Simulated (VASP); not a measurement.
Set up this calculation in VASP 6.6.1, as the native input.

| Quantity | Value |
| --- | --- |
| Task | single point |
| Functional | PBEsol |
| Potentials or basis | VASP PAW PBE potentials, release 64 (K_sv) |
| Cutoff | 520 eV |
| k mesh | 14 × 14 × 8 |
| Occupations | gaussian, width 0.1 eV |
| Spin | no spin polarisation |
| Dipole correction | no |
| Further INCAR settings | ALGO = Fast; EDIFF = 1e-06; NBANDS = 16 |

The structure of K lies in POSCAR:

```
K
1.0
    1.5921966987     -2.7591240222      0.0000000000
    1.5921966987      2.7591240222      0.0000000000
    0.0000000000      0.0000000000      5.3792108174
K
2
Direct
    0.8329099719      0.1670900281      0.2500000000
    0.1670900281      0.8329099719      0.7500000000
```

This isn't the form of K at room conditions, which is bcc.

One way to write it, as run:

INCAR

```
PREC = Accurate ; ENCUT = 520
EDIFF = 1E-6 ; ISMEAR = 0
SIGMA = 0.1 ; LREAL = False
LASPH = True ; NELM = 60
ALGO = Fast ; ISIF = 2
LWAVE = False ; LCHARG = False
GGA = PS ; NBANDS = 16
```

KPOINTS

```
Automatic mesh
0
Gamma
  14 14 8
```

Potentials or basis: VASP PAW PBE potentials, release 64 (K_sv).

The run is started by

```sh
$ cat potpaw_PBE.64/K_sv/POTCAR > POTCAR
$ mpirun -np 1 vasp_std > vasp.out
```

It gave:

The pressure is 25.1 GPa and the band gap on the k mesh is zero (bands 9 and 10 overlap by 2.51 eV).

Caveat: the cell stands under pressure; the PAW data sets were made with another functional, which shifts forces and pressure a little.

It took 73 s on 1 thread of Intel(R) Xeon(R) 6975P-C (Granite Rapids) (shared host), peak memory 0.28 GiB.
